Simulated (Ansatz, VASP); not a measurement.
SiC in VASP and in Ansatz

INCAR

```
SYSTEM = SiC
PREC = Accurate ; ENCUT = 520
EDIFF = 1E-6 ; ISMEAR = -1
SIGMA = 0.05 ; LREAL = .False.
LASPH = .True. ; NELM = 100
ALGO = Normal ; ISIF = 2
LWAVE = .False. ; LCHARG = .False.
GGA = B5 ; ALDAX = 1.0
AGGAX = 1.0 ; AGGAC = 1.0
ALDAC = 0.0 ; IVDW = 13
VDW_S6 = 1.0 ; VDW_S8 = 2.34076671
VDW_A1 = 0.44488865 ; VDW_A2 = 4.0933009
NBANDS = 26
```

The input KPOINTS:

```
regular mesh
0
Gamma
  10 10 3
  0 0 0
```

POSCAR

```
SiC
1.0
    3.0129072637      0.0000000000      0.0000000000
   -1.5064536318      2.6092542296      0.0000000000
    0.0000000000      0.0000000000      9.8650653976
Si C
4 4
Direct
    0.0000000000      0.0000000000      0.1878943800
    0.0000000000      0.0000000000      0.6878943800
    0.3333333333      0.6666666667      0.4378419800
    0.6666666667      0.3333333333      0.9378419800
    0.0000000000      0.0000000000      0.0004600500
    0.0000000000      0.0000000000      0.5004600500
    0.3333333333      0.6666666667      0.2498025900
    0.6666666667      0.3333333333      0.7498025900
```

The input input.yaml:

```yaml
crystal:
  lattice:
    - [3.0129072637, 0.0, 0.0]
    - [-1.5064536318, 2.6092542296, 0.0]
    - [0.0, 0.0, 9.8650653976]
  atoms:
    - { symbol: Si, position: [0.0, 0.0, 0.18789438] }
    - { symbol: Si, position: [0.0, 0.0, 0.68789438] }
    - { symbol: Si, position: [0.3333333333, 0.6666666667, 0.43784198] }
    - { symbol: Si, position: [0.6666666667, 0.3333333333, 0.93784198] }
    - { symbol: C, position: [0.0, 0.0, 0.00046005] }
    - { symbol: C, position: [0.0, 0.0, 0.50046005] }
    - { symbol: C, position: [0.3333333333, 0.6666666667, 0.24980259] }
    - { symbol: C, position: [0.6666666667, 0.3333333333, 0.74980259] }
hamiltonian:
  xc: blyp
  pseudopotentials: { kind: paw }
  dispersion: d4
kpoints:
  mp_grid: { grid: [10, 10, 3] }
scf:
  occupations: { method: fermi_dirac, width: 0.05 }
output:
  forces: true
  stress: true
  eigenvalues: true
```

Alike in both runs: task single point; functional BLYP; dispersion D4; k mesh 10 × 10 × 3; occupations fermi-dirac, width 0.05 eV; no spin polarisation.

|  | VASP | Ansatz |
| --- | --- | --- |
| version | VASP 6.6.1 | Ansatz 0.2.0 |
| potentials or method | VASP PAW PBE potentials, release 64 (Si, C) | Ansatz PAW |
| plane-wave cutoff (eV) | 520 | 420 |
| valence electrons in the cell | 32 | 32 |

|  | VASP | Ansatz | Ansatz less VASP |
| --- | --- | --- | --- |
| gap on the k mesh at the Fermi level (eV) | 2.56 | 2.55 | -0.007 |
| least direct gap on the mesh (eV) | 3.69 | 3.67 | -0.014 |
| pressure (GPa) | 15.2 | 14.6 | -0.69 |
| traceless stress, the component that is largest in VASP (GPa) | -0.04 | -0.06 | -0.014 |
| rms of the force components (eV/Å) | 0.006 | 0.007 | +0.0009 |

VASP's potentials were made for PBE, not for BLYP. Atom by atom the forces differ by 0.001 eV/Å (rms over components).

Noted on Ansatz's run: odd divisions of the mesh miss points on the zone boundary, where band edges often lie, so the gap on the mesh can be too wide.
